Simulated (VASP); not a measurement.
# ZrB (I4/mmm) in VASP: further runs

The runs below take ZrB through single point, with PBEsol.

Program: VASP 6.6.1. These are calculated values, not measurements. Logs are shortened: lines on timing, memory, paths and dates and some standing lists are left out, and cuts for length are marked.

## (1) The cell of the first run

Symmetry: I4/mmm, No. 139, tetragonal system. Conventional cell: a = 3.013 Å, b = 3.013 Å, c = 5.539 Å, α = 90.00°, β = 90.00°, γ = 90.00°. Within 2.8 Å of Zr (site symmetry 4/mmm) lie 6 B at 2.13 to 2.77 Å. B (site symmetry 4/mmm) has 6 Zr at 2.13 to 2.77 Å within 2.8 Å.

## (2) Single point, PBEsol

Contents of INCAR:

```
SYSTEM = ZrB
PREC = Accurate
ENCUT = 520
EDIFF = 1E-7
ISMEAR = 0
SIGMA = 0.15
LREAL = .FALSE.
LASPH = .TRUE.
NELM = 100
ALGO = Normal
ISIF = 2
LWAVE = .FALSE.
LCHARG = .TRUE.
GGA = PS
LELF = .TRUE.
LVHAR = .TRUE.
NBANDS = 14
```

Contents of KPOINTS:

```
regular mesh
0
G
  20 20 20
  0 0 0
```

Contents of POSCAR:

```
ZrB
1.0
    0.0000000000      2.1303052604      2.7693968386
    2.1303052604      0.0000000000      2.7693968386
    2.1303052604      2.1303052604      0.0000000000
Zr B
1 1
Direct
    0.0000000000      0.0000000000      0.0000000000
    0.5000000000      0.5000000000      0.5000000000
```

Potentials or basis: VASP PAW PBE potentials, release 64 (Zr_sv, B).

The run is started by

```sh
> cat potpaw_PBE.64/Zr_sv/POTCAR potpaw_PBE.64/B/POTCAR > POTCAR
> mpirun -np 1 vasp_std > vasp.out
```

OUTCAR:

```text
SYSTEM = ZrB
   PREC = Accurate
   ENCUT = 520
   EDIFF = 1E-7
   ISMEAR = 0
   LREAL = .FALSE.
   LASPH = .TRUE.
   NELM = 100
   ISIF = 2
   GGA = PS

 ion  position               nearest neighbor table
   1  0.000  0.000  0.000-   2 2.13   2 2.13   2 2.13   2 2.13   2 2.77   2 2.77
   2  0.500  0.500  0.500-   1 2.13   1 2.13   1 2.13   1 2.13   1 2.77   1 2.77

  LATTYP: Found a body centered tetragonal cell.
 ALAT       =     3.0127065913
 C/A-ratio  =     1.8384776311

  Lattice vectors:

 A1 = (  -2.1303052604,   0.0000000000,   2.7693968386)
 A2 = (   2.1303052604,   0.0000000000,   2.7693968386)
 A3 = (   0.0000000000,   2.1303052604,  -2.7693968386)

Analysis of symmetry for initial positions (statically):
=====================================================================
 Subroutine PRICEL returns:
 Original cell was already a primitive cell.

 Routine SETGRP: Setting up the symmetry group for a
 body centered tetragonal supercell.

 Subroutine GETGRP returns: Found 16 space group operations
 (whereof 16 operations were pure point group operations)
 out of a pool of 16 trial point group operations.

The static configuration has the point symmetry D_4h.

Analysis of symmetry for dynamics (positions and initial velocities):
=====================================================================
 Subroutine PRICEL returns:
 Original cell was already a primitive cell.

 Routine SETGRP: Setting up the symmetry group for a
 body centered tetragonal supercell.

 Subroutine GETGRP returns: Found 16 space group operations
 (whereof 16 operations were pure point group operations)
 out of a pool of 16 trial point group operations.

The dynamic configuration has the point symmetry D_4h.

 Subroutine INISYM returns: Found 16 space group operations
 (whereof 16 operations are pure point group operations),
 and found     1 'primitive' translations

----------------------------------------------------------------------------------------

                                     Primitive cell

  volume of cell :      25.1362

  direct lattice vectors                    reciprocal lattice vectors
     0.000000000  2.130305260  2.769396839    -0.234708147  0.234708147  0.180544728
     2.130305260  0.000000000  2.769396839     0.234708147 -0.234708147  0.180544728
     2.130305260  2.130305260  0.000000000     0.234708147  0.234708147 -0.180544728

  length of vectors
     3.493960411  3.493960411  3.012706591     0.377852124  0.377852124  0.377852124

  position of ions in fractional coordinates (direct lattice)
     0.000000000  0.000000000  0.000000000
     0.500000000  0.500000000  0.500000000

  ion indices of the primitive-cell ions
   primitive index   ion index
                 1           1
                 2           2

----------------------------------------------------------------------------------------

 KPOINTS: regular mesh

Automatic generation of k-mesh.
 Grid dimensions read from file:
 generate k-points for:   20   20   20

 Generating k-lattice:

  Cartesian coordinates                     Fractional coordinates (reciprocal lattice)
    -0.011735407  0.011735407  0.009027236     0.050000000 -0.000000000  0.000000000
     0.011735407 -0.011735407  0.009027236    -0.000000000  0.050000000  0.000000000
     0.011735407  0.011735407 -0.009027236     0.000000000  0.000000000  0.050000000

  Length of vectors
     0.018892606  0.018892606  0.018892606

  Shift w.r.t. Gamma in fractional coordinates (k-lattice)
     0.000000000  0.000000000  0.000000000

 Subroutine IBZKPT returns following result:
 ===========================================

 Found    641 irreducible k-points:

 Following reciprocal coordinates:
            Coordinates               Weight
  0.000000  0.000000  0.000000      1.000000
  0.050000  0.000000  0.000000      8.000000
  0.100000 -0.000000  0.000000      8.000000
  0.150000  0.000000  0.000000      8.000000
  0.200000 -0.000000  0.000000      8.000000
  0.250000 -0.000000  0.000000      8.000000
[... 16 lines left out ...]
 -0.400000  0.050000  0.000000      8.000000
 -0.350000  0.050000  0.000000      8.000000
 [... further k-points ...]
   k-points           NKPTS =    641   k-points in BZ     NKDIM =    641   number of bands    NBANDS=     14
   number of dos      NEDOS =    301   number of ions     NIONS =      2
   total plane-waves  NPLWV =  18816
   dimension x,y,z NGX =    28 NGY =   28 NGZ =   24
   dimension x,y,z NGXF=    56 NGYF=   56 NGZF=   48
   ions per type =               1   1
   NGX,Y,Z   is equivalent  to a cutoff of  13.32, 13.32, 13.24 a.u.
   NGXF,Y,Z  is equivalent  to a cutoff of  26.65, 26.65, 26.49 a.u.
 SYSTEM =  ZrB
   PREC   = accura    normal or accurate (medium, high low for compatibility)
   ISTART =      0    job   : 0-new  1-cont  2-samecut
   ICHARG =      2    charge: 1-file 2-atom 10-const
   ISPIN  =      1    spin polarized calculation?
   LNONCOLLINEAR =      F non collinear calculations
   LSORBIT =      F    spin-orbit coupling
   LASPH  =      T    aspherical Exc in radial PAW
   ENCUT  =  520.0 eV  38.22 Ry    6.18 a.u.   6.50  6.50  5.60*2*pi/ulx,y,z
   NELM   =    100;   NELMIN=  2; NELMDL= -5     # of ELM steps
   EDIFF  = 0.1E-06   stopping-criterion for ELM
   LREAL  =      F    real-space projection
   EDIFFG = 0.1E-05   stopping-criterion for IOM
   NSW    =      0    number of steps for IOM
   IBRION =     -1    ionic relax: 0-MD 1-quasi-New 2-CG
   NFREE  =      0    steps in history (QN), initial steepest desc. (CG)
   ISIF   =      2    stress and relaxation
   ISYM   =      2    0-nonsym 1-usesym 2-fastsym
   POTIM  = 0.5000    time-step for ionic-motion
   TEBEG  =    0.0;   TEEND  =   0.0 temperature during run
   PSTRESS=    0.0 pullay stress
   NELECT =      15.0000    total number of electrons
   NUPDOWN=      -1.0000    fix difference up-down
   EMIN   =  10.00;   EMAX   =-10.00  energy-range for DOS
   EFERMI =   0.00;   METHOD = LEGACY
   ISMEAR =     0;   SIGMA  =   0.15  broadening in eV -4-tet -1-fermi 0-gaus
   EFERMI_NEDOS =   21; number of points for ismear=-14 and -15
   IALGO  =     38    algorithm
   IMIX   =      4    mixing-type and parameters
     AMIX     =   0.40;   BMIX     =  1.00
     AMIX_MAG =   1.60;   BMIX_MAG =  1.00
  volume/ion in A,a.u.               =      12.57        84.81
  Fermi-wavevector in a.u.,A,eV,Ry     =   1.378285  2.604581 25.846565  1.899669
  Thomas-Fermi vector in A             =   2.503360
   LORBIT       =      0    0 simple, 1 ext, 2 COOP (PROOUT), +10 PAW based schemes
   GGA     = PS    functional components
   LHFCALC =     F    Hartree Fock is set to
   AEXX    =    0.0000 exact exchange contribution
   IVDW    =     0    specifies the selected vdW correction
   LEPSILON=     F    determine dielectric tensor
   LRPA    =     F    only Hartree local field effects (RPA)
 non-spin polarized calculation
 Gauss-broadening in eV      SIGMA  =   0.15
  energy-cutoff  :      520.00
  volume of cell :       25.14
 maximum number of plane-waves:       694
 NGX is ok and might be reduce to    28
   NGX = 13   NGY = 13   NGZ = 11

 number of electron      15.0000000 magnetization

 Free energy of the ion-electron system (eV)
  ---------------------------------------------------
  ext. energy  EPLUGINS =         0.00000000
  ---------------------------------------------------
  free energy    TOTEN  =       -15.09781162 eV

  energy without entropy =      -15.08078195  energy(sigma->0) =      -15.08929679

 E-fermi :   9.1131     XC(G=0): -12.2167

 val. band max:        9.1112499801   @ k =  -0.3500   0.1500   0.3500
 cond. band min:       9.1165657222   @ k =  -0.1000   0.2500   0.1500
 fundamental gap:      0.0053157421
 Fermi energy:         9.1131284815

 k-point     1 :       0.0000    0.0000    0.0000
  band No.  band energies     occupation
      1     -37.7443      2.00000
      2     -15.6439      2.00000
      3     -15.4873      2.00000
      4     -15.4873      2.00000
      5       0.6780      2.00000
      6       8.9580      1.85653
      7       9.9303      0.00000
      8      11.6703      0.00000
      9      12.0850      0.00000
     10      12.0850      0.00000
     11      13.4268      0.00000
     12      13.4268      0.00000
     13      13.9476      0.00000
     14      20.6436      0.00000

 k-point     2 :       0.0500    0.0000    0.0000
  band No.  band energies     occupation
      1     -37.7407      2.00000
      2     -15.6490      2.00000
      3     -15.5190      2.00000
      4     -15.4846      2.00000
      5       0.7530      2.00000
      6       8.9578      1.85689
      7       9.7973      0.00000
      8      11.2716      0.00000
      9      12.0941      0.00000
     10      12.5683      0.00000
     11      12.6204      0.00000
     12      13.4567      0.00000
     13      14.9268      0.00000
     14      20.8205      0.00000

 k-point     3 :       0.1000   -0.0000    0.0000
  band No.  band energies     occupation
      1     -37.7300      2.00000
      2     -15.6715      2.00000
      3     -15.6020      2.00000
      4     -15.4766      2.00000
      5       0.9723      2.00000
      6       8.9135      1.94024
      7       9.4141      0.00455
      8      10.9813      0.00000
      9      11.4622      0.00000
     10      12.3096      0.00000
     11      13.3700      0.00000
     12      13.5476      0.00000
     13      16.2041      0.00000
     14      21.3163      0.00000

 k-point     4 :       0.1500    0.0000    0.0000
  band No.  band energies     occupation
      1     -37.7134      2.00000
      2     -15.7766      2.00000
      3     -15.6580      2.00000
      4     -15.4641      2.00000
      5       1.3197      2.00000
      6       8.6963      1.99991
      7       8.9217      1.92883
      8      10.5506      0.00000
      9      11.0254      0.00000
     10      12.5021      0.00000
     11      13.6413      0.00000
     12      14.2088      0.00000
     13      17.5563      0.00000
     14      21.9999      0.00000

 k-point     5 :       0.2000   -0.0000    0.0000
  band No.  band energies     occupation
      1     -37.6923      2.00000
      2     -15.9493      2.00000
      3     -15.6833      2.00000
      4     -15.4483      2.00000
      5       1.7711      2.00000
      6       8.1816      2.00000
      7       8.5527      2.00000
      8       9.7338      0.00000
      9      11.3656      0.00000
     10      12.7765      0.00000
     11      13.8122      0.00000
[... 276 lines left out ...]
 k-point    22 :      -0.4500    0.0500    0.0000
  band No.  band energies     occupation
      1     -37.5919      2.00000
      2     -16.7166      2.00000
      3     -15.7832      2.00000
      4     -15.3724      2.00000
      5       4.7071      2.00000
      6       5.9049      2.00000
      7       6.5757      2.00000
      8       7.3873      2.00000
      9      14.4299      0.00000
     10      14.8779      0.00000
     11      16.6797      0.00000
     12      17.2992      0.00000
     13      18.9532      0.00000
     14      22.4604      0.00000

 k-point    23 :      -0.4000    0.0500    0.0000
  band No.  band energies     occupation
      1     -37.5975      2.00000
      2     -16.6822      2.00000
      3     -15.7697      2.00000
      4     -15.3724      2.00000
      5       4.3818      2.00000
      6       6.2015      2.00000
      7       6.6756      2.00000
      8       7.4594      2.00000
      9      14.2301      0.00000
     10      14.2304      0.00000
     11      16.3925      0.00000
     12      18.1122      0.00000
     13      18.5585      0.00000
     14      22.8844      0.00000

 k-point    24 :      -0.3500    0.0500    0.0000
  band No.  band energies     occupation
      1     -37.6101      2.00000
      2     -16.5961      2.00000
      3     -15.7510      2.00000
      4     -15.3783      2.00000
      5       3.8685      2.00000
      6       6.5815      2.00000
      7       6.9616      2.00000
      8       7.6650      2.00000
      9      13.5241      0.00000
     10      13.9243      0.00000
     11      15.7502      0.00000
     12      17.7609      0.00000
     13      19.3120      0.00000
     14      23.9103      0.00000

 [... further k-points ...]

------------------------ aborting loop because EDIFF is reached ----------------------------------------

  FORCE on cell =-STRESS in cart. coord.  units (eV):
  Direction    XX          YY          ZZ          XY          YZ          ZX
  --------------------------------------------------------------------------------------
  -------------------------------------------------------------------------------------
  Total       12.4716033     12.4716033     -3.2671339      0.0000000      0.0000000     -0.0000000
  in kB      794.9393669    794.9393669   -208.2469473      0.0000000      0.0000000     -0.0000000
  external PRESSURE =     460.5439288 kB  Pullay stress =       0.0000000 kB

 VOLUME and BASIS-vectors are now :
 -----------------------------------------------------------------------------
  energy-cutoff  :      520.00
  volume of cell :       25.14
      direct lattice vectors                 reciprocal lattice vectors
     0.000000000  2.130305260  2.769396839    -0.234708147  0.234708147  0.180544728
     2.130305260  0.000000000  2.769396839     0.234708147 -0.234708147  0.180544728
     2.130305260  2.130305260  0.000000000     0.234708147  0.234708147 -0.180544728

 POSITION                                       TOTAL-FORCE (eV/Angst)
 -----------------------------------------------------------------------------------
      0.00000      0.00000      0.00000        -0.000000     -0.000000      0.000000
      2.13031      2.13031      2.76940         0.000000      0.000000      0.000000
 -----------------------------------------------------------------------------------
    total drift:                               -0.000000      0.000000      0.000000

  FREE ENERGIE OF THE ION-ELECTRON SYSTEM (eV)
  ---------------------------------------------------
  free  energy   TOTEN  =       -15.0978116169 eV

  energy  without entropy=      -15.0807819548  energy(sigma->0) =      -15.08929679
```

It took 2.6 min on 1 thread of Intel Xeon Platinum 8488C (Sapphire Rapids), shared host; peak memory 0.35 GiB.

What came out:

```
Free energy            : -15.0978 eV
Pressure               : 46.1 GPa
Band gap on the k mesh : zero (an odd number of electrons rules out a gap without spin polarisation)
```

Stress tensor (GPa, compression positive):
```
 79.49   0.00   0.00
  0.00  79.49   0.00
  0.00   0.00 -20.82
```

Levels at points of the mesh, in eV from the Fermi level:
| k point | band 5 | band 6 | band 7 | band 8 | band 9 | band 10 | band 11 | band 12 |
| --- | --- | --- | --- | --- | --- | --- | --- | --- |
| (0.00, 0.00, 0.00) | -8.44 | -0.16 | 0.82 | 2.56 | 2.97 | 2.97 | 4.31 | 4.31 |
| (0.50, 0.00, 0.00) | -4.43 | -3.19 | -2.55 | -1.73 | 5.35 | 6.02 | 7.33 | 8.07 |
| (0.50, 0.50, 0.00) | -6.95 | -2.10 | -1.39 | 3.66 | 3.66 | 5.36 | 6.30 | 6.30 |
| (0.50, 0.00, 0.50) | -6.89 | -1.21 | 0.98 | 1.49 | 2.91 | 4.43 | 4.55 | 8.32 |

Caveat: the stress differs along the axes, from -21 to 79 GPa; the PAW data sets were made with another functional, which shifts forces and pressure a little; an odd number of electrons without spin polarisation forces a metal; a magnetic or distorted state may lie lower.

(Part 1 of 2 ends here.)
